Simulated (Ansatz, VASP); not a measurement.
# One calculation of BAs, two programs

POSCAR

```
BAs
1.0
    0.0000000000      2.3918676044      2.3918676044
    2.3918676044      0.0000000000      2.3918676044
    2.3918676044      2.3918676044      0.0000000000
B As
1 1
Direct
    0.0000000000      0.0000000000      0.0000000000
    0.2500000000      0.2500000000      0.2500000000
```

Contents of INCAR.step1:

```
ALGO = Normal ; EDIFF = 1E-5
ENCUT = 520 ; GGA = PE
ISIF = 2 ; ISMEAR = 0
LASPH = True ; LCHARG = False
LREAL = False ; LWAVE = True
NBANDS = 11 ; NELM = 100
PREC = Accurate ; SIGMA = 0.01
```

File INCAR.step2:

```
AEXX = 0.3 ; ALGO = Normal
EDIFF = 1E-6 ; ENCUT = 520
GGA = PE ; HFSCREEN = 0.5
ISIF = 2 ; ISMEAR = 0
ISTART = 1 ; LASPH = True
LCHARG = False ; LHFCALC = True
LREAL = False ; LWAVE = False
NBANDS = 11 ; NELM = 100
PREC = Accurate ; PRECFOCK = Normal
SIGMA = 0.01
```

File KPOINTS:

```
k-points
0
Gamma
  4 4 4
```

Input for Ansatz:

```yaml
crystal:
  lattice:
    - [0.0, 2.3918676044, 2.3918676044]
    - [2.3918676044, 0.0, 2.3918676044]
    - [2.3918676044, 2.3918676044, 0.0]
  atoms:
    - { symbol: B, position: [0.0, 0.0, 0.0] }
    - { symbol: As, position: [0.25, 0.25, 0.25] }
kpoints:
  mp_grid: { grid: [4, 4, 4] }
hamiltonian:
  xc: { exchange: pbe, correlation: pbe, exx: { coeff: 0.3, omega: 0.5 } }
scf:
  occupations: { method: fixed }
  n_extra_bands: 4
output:
  forces: true
  stress: true
  eigenvalues: true
```

Alike in both runs: task single point; functional PBE-based screened hybrid with a share of 0.3 of exact exchange and HFSCREEN = 0.5; k mesh 4 × 4 × 4; no spin polarisation.

```csv
,VASP,Ansatz
version,VASP 6.6.1,Ansatz 0.2.0
potentials or method,"VASP PAW PBE potentials, release 64 (B, As)",plane waves
plane-wave cutoff (eV),520,420
occupations,"gaussian, width 0.01 eV",fixed
valence electrons in the cell,8,18
```

```tsv
	VASP	Ansatz	Ansatz less VASP
gap on the k mesh at the Fermi level (eV)	1.74	1.73	-0.012
pressure (GPa)	0.1	0.3	+0.21
```

VASP's potentials were made for PBE, not for PBE-based screened hybrid. VASP's potentials hold 8 valence electrons a cell and Ansatz's 18, so a difference there can come from the potentials and not from the codes. Ansatz's warnings: stress exchange threshold loose, stress scf threshold loose.

The k mesh is coarse, so the values compare programs but aren't converged.
